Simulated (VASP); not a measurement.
Write the native input for VASP 6.6.1 that does the following.

```yaml
Task: single point
Functional: PBEsol
Potentials_or_basis: VASP PAW PBE potentials, release 64 (Te, Cd)
Cutoff: 520 eV
k_mesh: 7 × 7 × 7
Occupations: fermi-dirac, width 0.05 eV
Spin: no spin polarisation
Dipole_correction: no
Further_INCAR_settings: ALGO = Normal; EDIFF = 1e-06; NBANDS = 16
```

The structure of CdTe lies in POSCAR:

```
CdTe
1.0
    0.0000000000      3.1616838793      3.1616838793
    3.1616838793      0.0000000000      3.1616838793
    3.1616838793      3.1616838793      0.0000000000
Te Cd
1 1
Direct
    0.7500000000      0.7500000000      0.7500000000
    0.0000000000      0.0000000000      0.0000000000
```

This cell differs from its parent crystal: volume scaled by 0.96.

The input as run:

INCAR

```
SYSTEM = CdTe
PREC = Accurate
ENCUT = 520
EDIFF = 1E-6
ISMEAR = -1
SIGMA = 0.05
LREAL = .False.
LASPH = .True.
NELM = 100
ALGO = Normal
ISIF = 2
LWAVE = .False.
LCHARG = .False.
GGA = PS
NBANDS = 16
```

KPOINTS

```
Automatic mesh
0
Gamma
  7 7 7
  0 0 0
```

Potentials or basis: VASP PAW PBE potentials, release 64 (Te, Cd).

Launch:

```sh
$ cat potpaw_PBE.64/Te/POTCAR potpaw_PBE.64/Cd/POTCAR > POTCAR
$ mpirun -np 1 vasp_std > vasp.out
```

Results of the run:

```json
{"Pressure": "4.1 GPa", "Band gap on the k mesh": "0.88 eV, direct"}
```

Caveat: the PAW data sets were made with another functional, which shifts forces and pressure a little; spin-orbit coupling is left out, which moves the levels of the heavy elements.

Wall time 9.7 s on 1 thread of Intel(R) Xeon(R) 6975P-C (Granite Rapids) (shared host), peak memory 0.21 GiB.
